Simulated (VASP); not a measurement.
# HfS4 (P6/mmm) in VASP: notebook

The runs below take HfS4 through single point, relaxation of cell and atoms, with PBE.

Program: VASP 6.6.1. These are calculated values, not measurements. Logs are shortened: lines on timing, memory, paths and dates and some standing lists are left out, and cuts for length are marked.

## (1) The cell of the first run

Symmetry: P6/mmm, No. 191, hexagonal system. Conventional cell: a = 4.624 Å, b = 4.624 Å, c = 6.891 Å, α = 90.00°, β = 90.00°, γ = 120.00°. Hf (site symmetry 6/mmm) has 8 S at 2.48 to 2.67 Å within 3.3 Å. S (site symmetry 6mm) has 1 S at 1.94 Å and 1 Hf at 2.48 Å within 2.6 Å. Within 3.5 Å of S (site symmetry -6m2) lie 3 S at 2.67 Å and 3 Hf at 2.67 Å.

## (2) Single point, PBE

INCAR reads:

```
SYSTEM = HfS4
PREC = Accurate ; ENCUT = 520
EDIFF = 1E-6 ; ISMEAR = 0
SIGMA = 0.1 ; LREAL = .FALSE.
LASPH = .TRUE. ; NELM = 80
ALGO = Normal ; ISIF = 2
LWAVE = .FALSE. ; LCHARG = .FALSE.
GGA = PE ; NBANDS = 25
```

KPOINTS reads:

```
regular mesh
0
G
  6 6 4
  0 0 0
```

POSCAR reads:

```
HfS4
1.0
    4.6243645815      0.0000000027      0.0000000000
   -2.3121822931      4.0048172026      0.0000000000
    0.0000000000      0.0000000000      6.8905512637
Hf S
1 4
Direct
    0.0000000000      0.0000000000      0.5000000000
    0.0000000000      0.0000000000      0.8593906953
    0.0000000000      0.0000000000      0.1406093047
    0.3333333333      0.6666666667      0.5000000000
    0.6666666667      0.3333333333      0.5000000000
```

Potentials or basis: VASP PAW PBE potentials, release 64 (Hf_pv, S).

On the command line:

```console
$ cat potpaw_PBE.64/Hf_pv/POTCAR potpaw_PBE.64/S/POTCAR > POTCAR
$ mpirun -np 1 vasp_std > vasp.out
```

OUTCAR:

```text
SYSTEM = HfS4
   PREC = Accurate
   ENCUT = 520
   EDIFF = 1E-6
   ISMEAR = 0
   LREAL = .FALSE.
   LASPH = .TRUE.
   NELM = 80
   ISIF = 2
   GGA = PE

 ion  position               nearest neighbor table
   1  0.000  0.000  0.500-   2 2.48   3 2.48   4 2.67   5 2.67   5 2.67   4 2.67   5 2.67   4 2.67

   2  0.000  0.000  0.859-   3 1.94   1 2.48
   3  0.000  0.000  0.141-   2 1.94   1 2.48
   4  0.333  0.667  0.500-   5 2.67   1 2.67   5 2.67   1 2.67   1 2.67   5 2.67
   5  0.667  0.333  0.500-   4 2.67   1 2.67   4 2.67   1 2.67   1 2.67   4 2.67

  LATTYP: Found a hexagonal cell.
 ALAT       =     4.6243645815
 C/A-ratio  =     1.4900536370

  Lattice vectors:

 A1 = (   4.6243645815,   0.0000000027,   0.0000000000)
 A2 = (  -2.3121822931,   4.0048172026,   0.0000000000)
 A3 = (   0.0000000000,   0.0000000000,   6.8905512637)

Analysis of symmetry for initial positions (statically):
=====================================================================
 Subroutine PRICEL returns:
 Original cell was already a primitive cell.

 Routine SETGRP: Setting up the symmetry group for a
 hexagonal supercell.

 Subroutine GETGRP returns: Found 24 space group operations
 (whereof 24 operations were pure point group operations)
 out of a pool of 24 trial point group operations.

The static configuration has the point symmetry D_6h.

Analysis of symmetry for dynamics (positions and initial velocities):
=====================================================================
 Subroutine PRICEL returns:
 Original cell was already a primitive cell.

 Routine SETGRP: Setting up the symmetry group for a
 hexagonal supercell.

 Subroutine GETGRP returns: Found 24 space group operations
 (whereof 24 operations were pure point group operations)
 out of a pool of 24 trial point group operations.

The dynamic configuration has the point symmetry D_6h.

 Subroutine INISYM returns: Found 24 space group operations
 (whereof 24 operations are pure point group operations),
 and found     1 'primitive' translations

----------------------------------------------------------------------------------------

                                     Primitive cell

  volume of cell :     127.6112

  direct lattice vectors                    reciprocal lattice vectors
     4.624364582  0.000000003  0.000000000     0.216245926  0.124849644  0.000000000
    -2.312182293  4.004817203  0.000000000    -0.000000000  0.249699287  0.000000000
     0.000000000  0.000000000  6.890551264     0.000000000  0.000000000  0.145126270

  length of vectors
     4.624364582  4.624364582  6.890551264     0.249699287  0.249699287  0.145126270

  position of ions in fractional coordinates (direct lattice)
     0.000000000  0.000000000  0.500000000
     0.000000000  0.000000000  0.859390695
     0.000000000  0.000000000  0.140609305
     0.333333333  0.666666667  0.500000000
     0.666666667  0.333333333  0.500000000

  ion indices of the primitive-cell ions
   primitive index   ion index
                 1           1
                 2           2
                 3           3
                 4           4
                 5           5

----------------------------------------------------------------------------------------

 KPOINTS: regular mesh

Automatic generation of k-mesh.
 Grid dimensions read from file:
 generate k-points for:    6    6    4

 Generating k-lattice:

  Cartesian coordinates                     Fractional coordinates (reciprocal lattice)
     0.036040988  0.020808274  0.000000000     0.166666667  0.000000000  0.000000000
    -0.000000000  0.041616548  0.000000000    -0.000000000  0.166666667  0.000000000
     0.000000000  0.000000000  0.036281567     0.000000000  0.000000000  0.250000000

  Length of vectors
     0.041616548  0.041616548  0.036281567

  Shift w.r.t. Gamma in fractional coordinates (k-lattice)
     0.000000000  0.000000000  0.000000000

 Subroutine IBZKPT returns following result:
 ===========================================

 Found     21 irreducible k-points:

 Following reciprocal coordinates:
            Coordinates               Weight
  0.000000  0.000000  0.000000      1.000000
  0.166667  0.000000  0.000000      6.000000
  0.333333 -0.000000  0.000000      6.000000
  0.500000  0.000000  0.000000      3.000000
  0.166667  0.166667  0.000000      6.000000
  0.333333  0.166667  0.000000     12.000000
[... 13 lines left out ...]
  0.333333  0.166667  0.500000     12.000000
  0.333333  0.333333  0.500000      2.000000
   k-points           NKPTS =     21   k-points in BZ     NKDIM =     21   number of bands    NBANDS=     25
   number of dos      NEDOS =    301   number of ions     NIONS =      5
   total plane-waves  NPLWV =  69984
   dimension x,y,z NGX =    36 NGY =   36 NGZ =   54
   dimension x,y,z NGXF=    72 NGYF=   72 NGZF=  108
   ions per type =               1   4
   NGX,Y,Z   is equivalent  to a cutoff of  12.94, 12.94, 13.03 a.u.
   NGXF,Y,Z  is equivalent  to a cutoff of  25.88, 25.88, 26.06 a.u.
 SYSTEM =  HfS4
   PREC   = accura    normal or accurate (medium, high low for compatibility)
   ISTART =      0    job   : 0-new  1-cont  2-samecut
   ICHARG =      2    charge: 1-file 2-atom 10-const
   ISPIN  =      1    spin polarized calculation?
   LNONCOLLINEAR =      F non collinear calculations
   LSORBIT =      F    spin-orbit coupling
   LASPH  =      T    aspherical Exc in radial PAW
   ENCUT  =  520.0 eV  38.22 Ry    6.18 a.u.   8.60  8.60 12.81*2*pi/ulx,y,z
   NELM   =     80;   NELMIN=  2; NELMDL= -5     # of ELM steps
   EDIFF  = 0.1E-05   stopping-criterion for ELM
   LREAL  =      F    real-space projection
   EDIFFG = 0.1E-04   stopping-criterion for IOM
   NSW    =      0    number of steps for IOM
   IBRION =     -1    ionic relax: 0-MD 1-quasi-New 2-CG
   NFREE  =      0    steps in history (QN), initial steepest desc. (CG)
   ISIF   =      2    stress and relaxation
   ISYM   =      2    0-nonsym 1-usesym 2-fastsym
   POTIM  = 0.5000    time-step for ionic-motion
   TEBEG  =    0.0;   TEEND  =   0.0 temperature during run
   PSTRESS=    0.0 pullay stress
   NELECT =      34.0000    total number of electrons
   NUPDOWN=      -1.0000    fix difference up-down
   EMIN   =  10.00;   EMAX   =-10.00  energy-range for DOS
   EFERMI =   0.00;   METHOD = LEGACY
   ISMEAR =     0;   SIGMA  =   0.10  broadening in eV -4-tet -1-fermi 0-gaus
   EFERMI_NEDOS =   21; number of points for ismear=-14 and -15
   IALGO  =     38    algorithm
   IMIX   =      4    mixing-type and parameters
     AMIX     =   0.40;   BMIX     =  1.00
     AMIX_MAG =   1.60;   BMIX_MAG =  1.00
  volume/ion in A,a.u.               =      25.52       172.23
  Fermi-wavevector in a.u.,A,eV,Ry     =   1.053428  1.990690 15.098531  1.109711
  Thomas-Fermi vector in A             =   2.188549
   LORBIT       =      0    0 simple, 1 ext, 2 COOP (PROOUT), +10 PAW based schemes
   GGA     = PE    functional components
   LHFCALC =     F    Hartree Fock is set to
   AEXX    =    0.0000 exact exchange contribution
   IVDW    =     0    specifies the selected vdW correction
   LEPSILON=     F    determine dielectric tensor
   LRPA    =     F    only Hartree local field effects (RPA)
 non-spin polarized calculation
 Gauss-broadening in eV      SIGMA  =   0.10
  energy-cutoff  :      520.00
  volume of cell :      127.61
 maximum number of plane-waves:      3475
 NGX is ok and might be reduce to    36
   NGX = 17   NGY = 17   NGZ = 25

 number of electron      33.9999995 magnetization

 Free energy of the ion-electron system (eV)
  ---------------------------------------------------
  ext. energy  EPLUGINS =         0.00000000
  ---------------------------------------------------
  free energy    TOTEN  =       -27.51880877 eV

  energy without entropy =      -27.48640545  energy(sigma->0) =      -27.50260711

 E-fermi :   2.3175     XC(G=0):  -8.5600

 val. band max:        2.2953596134   @ k =   0.3333   0.1667   0.2500
 cond. band min:       2.3208069857   @ k =   0.3333   0.3333   0.2500
 fundamental gap:      0.0254473723
 Fermi energy:         2.3174867800

 k-point     1 :       0.0000    0.0000    0.0000
  band No.  band energies     occupation
      1     -29.0239      2.00000
      2     -28.6159      2.00000
      3     -28.6159      2.00000
      4     -13.2218      2.00000
      5     -11.8114      2.00000
      6      -8.2176      2.00000
[... 17 lines left out ...]
     24       8.2939      0.00000
     25       8.2939      0.00000

 k-point     2 :       0.1667    0.0000    0.0000
  band No.  band energies     occupation
      1     -29.0237      2.00000
      2     -28.6217      2.00000
      3     -28.6171      2.00000
      4     -13.2013      2.00000
      5     -11.5985      2.00000
      6      -8.2088      2.00000
[... 17 lines left out ...]
     24       8.2744      0.00000
     25       8.4235      0.00000

 k-point     3 :       0.3333   -0.0000    0.0000
  band No.  band energies     occupation
      1     -29.0231      2.00000
      2     -28.6333      2.00000
      3     -28.6194      2.00000
      4     -13.1646      2.00000
      5     -11.0216      2.00000
      6      -9.1179      2.00000
[... 17 lines left out ...]
     24       8.3373      0.00000
     25       8.4601      0.00000

 k-point     4 :       0.5000    0.0000    0.0000
  band No.  band energies     occupation
      1     -29.0228      2.00000
      2     -28.6391      2.00000
      3     -28.6206      2.00000
      4     -13.1479      2.00000
      5     -10.4595      2.00000
      6      -9.7713      2.00000
[... 17 lines left out ...]
     24       8.3546      0.00000
     25       8.8412      0.00000
[... 393 lines left out ...]
 k-point    19 :       0.1667    0.1667    0.5000
  band No.  band energies     occupation
      1     -29.0235      2.00000
      2     -28.6293      2.00000
      3     -28.6200      2.00000
      4     -13.0601      2.00000
      5     -11.2548      2.00000
      6      -8.8572      2.00000
[... 17 lines left out ...]
     24       8.4999      0.00000
     25       9.3068      0.00000

 k-point    20 :       0.3333    0.1667    0.5000
  band No.  band energies     occupation
      1     -29.0231      2.00000
      2     -28.6359      2.00000
      3     -28.6237      2.00000
      4     -13.0437      2.00000
      5     -10.5824      2.00000
      6      -9.6178      2.00000
[... 17 lines left out ...]
     24       7.8815      0.00000
     25       9.1422      0.00000

 k-point    21 :       0.3333    0.3333    0.5000
  band No.  band energies     occupation
      1     -29.0230      2.00000
      2     -28.6316      2.00000
      3     -28.6316      2.00000
      4     -13.0382      2.00000
      5     -10.0623      2.00000
      6     -10.0623      2.00000
[... 17 lines left out ...]
     24       6.3865      0.00000
     25       9.0037      0.00000

------------------------ aborting loop because EDIFF is reached ----------------------------------------

  FORCE on cell =-STRESS in cart. coord.  units (eV):
  Direction    XX          YY          ZZ          XY          YZ          ZX
  --------------------------------------------------------------------------------------
  -------------------------------------------------------------------------------------
  Total       -0.3013312     -0.3013312     -0.6222197      0.0000000     -0.0000000     -0.0000000
  in kB       -3.7832575     -3.7832575     -7.8120604      0.0000000     -0.0000000     -0.0000000
  external PRESSURE =      -5.1261918 kB  Pullay stress =       0.0000000 kB

 VOLUME and BASIS-vectors are now :
 -----------------------------------------------------------------------------
  energy-cutoff  :      520.00
  volume of cell :      127.61
      direct lattice vectors                 reciprocal lattice vectors
     4.624364582  0.000000003  0.000000000     0.216245926  0.124849644  0.000000000
    -2.312182293  4.004817203  0.000000000    -0.000000000  0.249699287  0.000000000
     0.000000000  0.000000000  6.890551264     0.000000000  0.000000000  0.145126270

 POSITION                                       TOTAL-FORCE (eV/Angst)
 -----------------------------------------------------------------------------------
      0.00000      0.00000      3.44528         0.000000     -0.000000      0.000000
      0.00000      0.00000      5.92168         0.000000     -0.000000      0.162172
      0.00000      0.00000      0.96888         0.000000      0.000000     -0.162172
     -0.00000      2.66988      3.44528        -0.000000     -0.000000     -0.000000
      2.31218      1.33494      3.44528         0.000000      0.000000      0.000000
 -----------------------------------------------------------------------------------
    total drift:                                0.000000     -0.000000     -0.000000

  FREE ENERGIE OF THE ION-ELECTRON SYSTEM (eV)
  ---------------------------------------------------
  free  energy   TOTEN  =       -27.5188087683 eV

  energy  without entropy=      -27.4864054531  energy(sigma->0) =      -27.50260711
```

Wall time 50 s (1 thread of AMD EPYC 9R45 (Zen 5), shared host); peak memory 0.24 GiB.

What came out:

```
Free energy            : -27.5188 eV
Pressure               : -0.5 GPa
Largest force          : 0.162 eV/Å
Band gap on the k mesh : zero (band 17 reaches 2.70 eV, above the bottom of band 18 at 2.16 eV)
```

Forces in eV/Å, atoms in the order of the input:
```
Hf   0.000  0.000  0.000
S    0.000  0.000  0.162
S    0.000  0.000 -0.162
S    0.000  0.000  0.000
S    0.000  0.000  0.000
```

Caveat: spin-orbit coupling is left out, which moves the levels of the heavy elements.

## (3) Single point, PBE

This run uses another cell than the first one, of 26.96 Å³/atom, 1.056 times its volume.

INCAR reads:

```
SYSTEM = HfS4
ALGO     = Normal         ! electronic algorithm
EDIFF    = 1E-6           ! SCF threshold, eV
ENCUT    = 520            ! plane-wave cutoff, eV
GGA      = PE             ! functional
ISIF     = 2              ! what is computed and relaxed
ISMEAR   = 0              ! smearing method
LASPH    = .True.         ! aspherical terms in the spheres
LCHARG   = .True.         ! write CHGCAR
LELF     = .True.         ! ELF
LREAL    = .False.        ! projectors in reciprocal space
LVHAR    = .True.       
LWAVE    = .False.        ! write WAVECAR
NBANDS   = 25             ! bands
NELM     = 60             ! most SCF steps
PREC     = Accurate       ! precision mode
SIGMA    = 0.1            ! smearing width, eV
```

KPOINTS reads:

```
k-points
0
Gamma
  6 6 4
  0 0 0
```

POSCAR reads:

```
HfS4
1.0
    4.9945641100      0.0000000000      0.0000000000
   -2.4972820600      4.3254194000      0.0000000000
    0.0000000000      0.0000000000      6.2401641800
Hf S
1 4
Direct
    0.0000000000      0.0000000000      0.5000000000
    0.0000000000      0.0000000000      0.7960095400
    0.0000000000      0.0000000000      0.2039904600
    0.3333333300      0.6666666700      0.5000000000
    0.6666666700      0.3333333300      0.5000000000
```

Potentials or basis: VASP PAW PBE potentials, release 64 (Hf_pv, S).

On the command line:

```console
$ cat potpaw_PBE.64/Hf_pv/POTCAR potpaw_PBE.64/S/POTCAR > POTCAR
$ mpirun -np 1 vasp_std > vasp.out
```

Wall time 46 s (1 thread of AMD EPYC 9R45 (Zen 5), shared host); peak memory 0.25 GiB.

Results (log left out):

```
Free energy            : -19.4063 eV
Pressure               : 22.6 GPa
Largest force          : 17.858 eV/Å
Band gap on the k mesh : zero (band 17 reaches 1.72 eV, above the bottom of band 18 at 0.97 eV)
```

Forces in eV/Å, atoms in the order of the input:
```
Hf    0.000   0.000   0.000
S     0.000   0.000  17.858
S     0.000   0.000 -17.858
S     0.000   0.000   0.000
S     0.000   0.000   0.000
```

Stress tensor (GPa, compression positive):
```
-4.31  0.00  0.00
 0.00 -4.31  0.00
 0.00  0.00 76.51
```

Levels at points of the mesh, in eV from the Fermi level:
```tsv
k point	band 13	band 14	band 15	band 16	band 17	band 18	band 19	band 20	band 21	band 22
(0.00, 0.00, 0.00)	-2.11	-2.11	-1.71	0.34	0.39	0.39	3.49	4.43	5.50	5.68
(0.50, 0.00, 0.00)	-1.95	-1.24	-0.58	-0.48	-0.01	0.08	3.14	4.21	5.36	5.60
(0.00, 0.00, 0.50)	-1.54	-1.54	-1.36	-0.11	0.32	0.87	0.87	4.01	4.09	4.09
(0.50, 0.00, 0.50)	-1.01	-0.99	-0.48	-0.27	-0.26	-0.17	0.26	3.17	3.59	3.98
```

Caveat: spin-orbit coupling is left out, which moves the levels of the heavy elements; forces of over 1 eV/Å act on the atoms, so gaps and moduli don't describe the material at rest.

[end of part 1 of 2]
